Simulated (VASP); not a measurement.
# Ni3Cl (Pm-3m) in VASP: further runs

Ni3Cl is run at these levels: PBE; tasks: relaxation of cell and atoms, single point.

All numbers are computed with VASP 6.6.1; they aren't measurements. Logs are shortened: lines on timing, memory, paths and dates and some standing lists are left out, and cuts for length are marked.

### 1 The cell of the first run

The structure is cubic, space group Pm-3m (No. 221). Conventional cell: a = 3.776 Å, b = 3.776 Å, c = 3.776 Å, α = 90.00°, β = 90.00°, γ = 90.00°. Within 3.5 Å of Ni (site symmetry 4/mmm) lie 8 Ni at 2.67 Å and 4 Cl at 2.67 Å. Within 3.5 Å of Cl (site symmetry m-3m) lie 12 Ni at 2.67 Å.

### 2 Relaxation of cell and atoms, PBE, collinear spin, ferromagnetic start

INCAR

```
  PREC = Accurate
  ENCUT = 600
  EDIFF = 1E-6
  ISMEAR = 0
  SIGMA = 0.1
  LREAL = False
  LASPH = True
  NELM = 150
  ALGO = Fast
  ISIF = 3
  LWAVE = False
  LCHARG = False
  ISPIN = 2
  MAGMOM = 0.82 0.82 0.82 0
  LORBIT = 11
  LMAXMIX = 4
  GGA = PE
  IBRION = 2
  NSW = 90
  EDIFFG = -0.04
```

KPOINTS

```
Automatic mesh
0
Gamma
  4 4 4
```

POSCAR

```
Ni3Cl
1.0
    3.7758187108      0.0000000000      0.0000000000
    0.0000000000      3.7758187108      0.0000000000
    0.0000000000      0.0000000000      3.7758187108
Ni Cl
3 1
Direct
    0.0000000000      0.5000000000      0.5000000000
    0.5000000000      0.0000000000      0.5000000000
    0.5000000000      0.5000000000      0.0000000000
    0.0000000000      0.0000000000      0.0000000000
```

Potentials or basis: VASP PAW PBE potentials, release 64 (Ni, Cl).

Run with:

```sh
$ cat potpaw_PBE.64/Ni/POTCAR potpaw_PBE.64/Cl/POTCAR > POTCAR
$ mpirun -np 1 vasp_std > vasp.out
```

OUTCAR:

```text
PREC = Accurate
   ENCUT = 600
   EDIFF = 1E-6
   ISMEAR = 0
   LREAL = False
   LASPH = True
   NELM = 150
   ISIF = 3
   ISPIN = 2
   LORBIT = 11
   GGA = PE
   IBRION = 2
   NSW = 90
   EDIFFG = -0.04

 ion  position               nearest neighbor table
   1  0.000  0.500  0.500-   2 2.67   3 2.67   4 2.67   3 2.67   4 2.67   2 2.67   4 2.67   4 2.67
                             2 2.67   3 2.67   3 2.67   2 2.67
   2  0.500  0.000  0.500-   1 2.67   3 2.67   4 2.67   3 2.67   4 2.67   1 2.67   3 2.67   3 2.67
                             1 2.67   4 2.67   4 2.67   1 2.67
   3  0.500  0.500  0.000-   1 2.67   2 2.67   4 2.67   1 2.67   2 2.67   2 2.67   4 2.67   2 2.67
                             1 2.67   4 2.67   1 2.67   4 2.67
   4  0.000  0.000  0.000-   1 2.67   2 2.67   3 2.67   1 2.67   2 2.67   1 2.67   3 2.67   1 2.67
                             2 2.67   3 2.67   2 2.67   3 2.67

  LATTYP: Found a simple cubic cell.
 ALAT       =     3.7758187108

  Lattice vectors:

 A1 = (   3.7758187108,   0.0000000000,   0.0000000000)
 A2 = (   0.0000000000,   3.7758187108,   0.0000000000)
 A3 = (   0.0000000000,   0.0000000000,   3.7758187108)

Analysis of symmetry for initial positions (statically):
=====================================================================
 Subroutine PRICEL returns:
 Original cell was already a primitive cell.

 Routine SETGRP: Setting up the symmetry group for a
 simple cubic supercell.

 Subroutine GETGRP returns: Found 48 space group operations
 (whereof 48 operations were pure point group operations)
 out of a pool of 48 trial point group operations.

The static configuration has the point symmetry O_h .

Analysis of symmetry for dynamics (positions and initial velocities):
=====================================================================
 Subroutine PRICEL returns:
 Original cell was already a primitive cell.

 Routine SETGRP: Setting up the symmetry group for a
 simple cubic supercell.

 Subroutine GETGRP returns: Found 48 space group operations
 (whereof 48 operations were pure point group operations)
 out of a pool of 48 trial point group operations.

The dynamic configuration has the point symmetry O_h .

Analysis of structural, dynamic, and magnetic symmetry:
=====================================================================
 Subroutine PRICEL returns:
 Original cell was already a primitive cell.

 Routine SETGRP: Setting up the symmetry group for a
 simple cubic supercell.

 Subroutine GETGRP returns: Found 48 space group operations
 (whereof 48 operations were pure point group operations)
 out of a pool of 48 trial point group operations.

The overall configuration has the point symmetry O_h .
[... 109 lines left out ...]
  volume/ion in A,a.u.               =      13.46        90.82
  Fermi-wavevector in a.u.,A,eV,Ry     =   1.444766  2.730212 28.400117  2.087350
  Thomas-Fermi vector in A             =   2.563024
   LORBIT       =     11    0 simple, 1 ext, 2 COOP (PROOUT), +10 PAW based schemes
   GGA     = PE    functional components
   LHFCALC =     F    Hartree Fock is set to
   AEXX    =    0.0000 exact exchange contribution
   IVDW    =     0    specifies the selected vdW correction
   LEPSILON=     F    determine dielectric tensor
   LRPA    =     F    only Hartree local field effects (RPA)
 conjugate gradient relaxation of ions
 spin polarized calculation
 RMM-DIIS sequential band-by-band and
 Gauss-broadening in eV      SIGMA  =   0.10
  energy-cutoff  :      600.00
  volume of cell :       53.83
 maximum number of plane-waves:      1856
   NGX = 15   NGY = 15   NGZ = 15

--------------------------------------- Ionic step        1  -------------------------------------------

 number of electron      36.9999981 magnetization       2.1500958

 Free energy of the ion-electron system (eV)
  ---------------------------------------------------
  ext. energy  EPLUGINS =         0.00000000
  ---------------------------------------------------
  free energy    TOTEN  =       -15.75880404 eV

  energy without entropy =      -15.72038194  energy(sigma->0) =      -15.73959299

------------------------ aborting loop because EDIFF is reached ----------------------------------------

  FORCE on cell =-STRESS in cart. coord.  units (eV):
  Direction    XX          YY          ZZ          XY          YZ          ZX
  --------------------------------------------------------------------------------------
  -------------------------------------------------------------------------------------
  Total       -2.4061584     -2.4061584     -2.4061584      0.0000000     -0.0000000      0.0000000
  in kB      -71.6145716    -71.6145716    -71.6145716      0.0000000     -0.0000000      0.0000000
  external PRESSURE =     -71.6145716 kB  Pullay stress =       0.0000000 kB
[... 63 lines left out ...]
--------------------------------------- Ionic step        3  -------------------------------------------

 number of electron      36.9999979 magnetization       1.9963875

 Free energy of the ion-electron system (eV)
  ---------------------------------------------------
  ext. energy  EPLUGINS =         0.00000000
  ---------------------------------------------------
  free energy    TOTEN  =       -15.86109233 eV

  energy without entropy =      -15.82950633  energy(sigma->0) =      -15.84529933

 E-fermi :   8.9688     XC(G=0): -12.4115

 val. band max:        8.9627171159   @ k =   0.2500   0.0000   0.0000
 cond. band min:       9.0042555184   @ k =   0.5000   0.2500   0.0000
 fundamental gap:      0.0415384025
 Fermi energy:         8.9687861230

 spin component 1

 k-point     1 :       0.0000    0.0000    0.0000
  band No.  band energies     occupation
      1      -9.4427      1.00000
      2       2.9928      1.00000
      3       2.9928      1.00000
      4       2.9928      1.00000
      5       3.4994      1.00000
      6       5.4780      1.00000
[... 249 lines left out ...]
     22      12.0554      0.00000
     23      12.0554      0.00000
 Fermi energy:         8.9687861230

 spin component 2

 k-point     1 :       0.0000    0.0000    0.0000
  band No.  band energies     occupation
      1      -9.3740      1.00000
      2       3.0449      1.00000
      3       3.0449      1.00000
      4       3.0449      1.00000
      5       3.5811      1.00000
      6       5.9134      1.00000
[... 280 lines left out ...]
  FREE ENERGIE OF THE ION-ELECTRON SYSTEM (eV)
  ---------------------------------------------------
  free  energy   TOTEN  =       -15.8610923328 eV

  energy  without entropy=      -15.8295063295  energy(sigma->0) =      -15.84529933

 reached required accuracy - stopping structural energy minimisation

 total charge

# of ion       s       p       d       tot
------------------------------------------
    1        0.397   0.340   8.407   9.144
    2        0.397   0.340   8.407   9.144
    3        0.397   0.340   8.407   9.144
    4        1.650   3.279   0.000   4.929
--------------------------------------------------
tot          2.840   4.300  25.220  32.360

 magnetization (x)

# of ion       s       p       d       tot
------------------------------------------
    1       -0.007  -0.009   0.675   0.659
    2       -0.007  -0.009   0.675   0.659
    3       -0.007  -0.009   0.675   0.659
    4       -0.002   0.079   0.000   0.076
--------------------------------------------------
tot         -0.024   0.052   2.026   2.053
```

OSZICAR:

```text
N       E                     dE             d eps       ncg     rms          rms(c)
DAV:   1     0.252084558531E+03    0.25208E+03   -0.18703E+04   920   0.225E+03
DAV:   2     0.292520002631E+01   -0.24916E+03   -0.24222E+03   927   0.392E+02
[... 33 lines left out ...]
RMM:   4    -0.158612466578E+02    0.49516E-03   -0.49447E-03   943   0.375E-01    0.174E-01
RMM:   5    -0.158611660762E+02    0.80582E-04   -0.61759E-04   988   0.241E-01    0.132E-01
RMM:   6    -0.158610967121E+02    0.69364E-04   -0.35734E-04   968   0.123E-01    0.303E-02
RMM:   7    -0.158610885275E+02    0.81846E-05   -0.58940E-05   998   0.641E-02    0.146E-02
RMM:   8    -0.158610917980E+02   -0.32705E-05   -0.17455E-05   833   0.265E-02    0.101E-02
RMM:   9    -0.158610923328E+02   -0.53485E-06   -0.27369E-06   589   0.149E-02
   3 F= -.15861092E+02 E0= -.15845299E+02  d E =-.102288E+00  mag=     1.9964
```

Wall time 2.2 min (1 thread of Oxide Virtual Turin-like, shared host); peak memory 0.16 GiB.

Results:

| Item | Value |
| --- | --- |
| Free energy | -15.8611 eV |
| Relaxed volume | 12.42 Å³/atom |
| Relaxed cell | a = 3.677 Å, b = 3.677 Å, c = 3.677 Å, α = 90.00°, β = 90.00°, γ = 90.00° |
| Space group after relaxing (to 0.1 Å) | Pm-3m (No. 221) |
| Energy gained by relaxing | 25.6 meV/atom |
| Ionic steps | 3 |
| Pressure after relaxing | 0.1 GPa |
| Net moment | 2.00 μB per cell |
| Site moments | Ni +0.66; Cl +0.08 μB |
| Valence electrons inside the program's atomic spheres | Ni 9.14; Cl 4.93 |

Step by step:
```csv
step,energy change (eV),largest force (eV/Å),pressure (GPa),volume (Å³)
1,0.0000,0.0000,-7.16,53.83
2,-0.1009,0.0000,1.03,49.28
3,-0.1023,0.0000,0.08,49.70
```

Final structure:
```
Ni Cl
1.0
     3.67659    0.00000    0.00000
     0.00000    3.67659    0.00000
     0.00000    0.00000    3.67659
Ni Cl
3 1
Direct
  0.00000 0.50000 0.50000
  0.50000 0.00000 0.50000
  0.50000 0.50000 0.00000
  0.00000 0.00000 0.00000
```

Caveat: the k points lie up to 0.43 Å⁻¹ apart in the final cell. With open d or f shells a metallic result of PBE can be an artefact of self-interaction; +U or a hybrid may open a gap.

(Continued in part 2 of 2.)
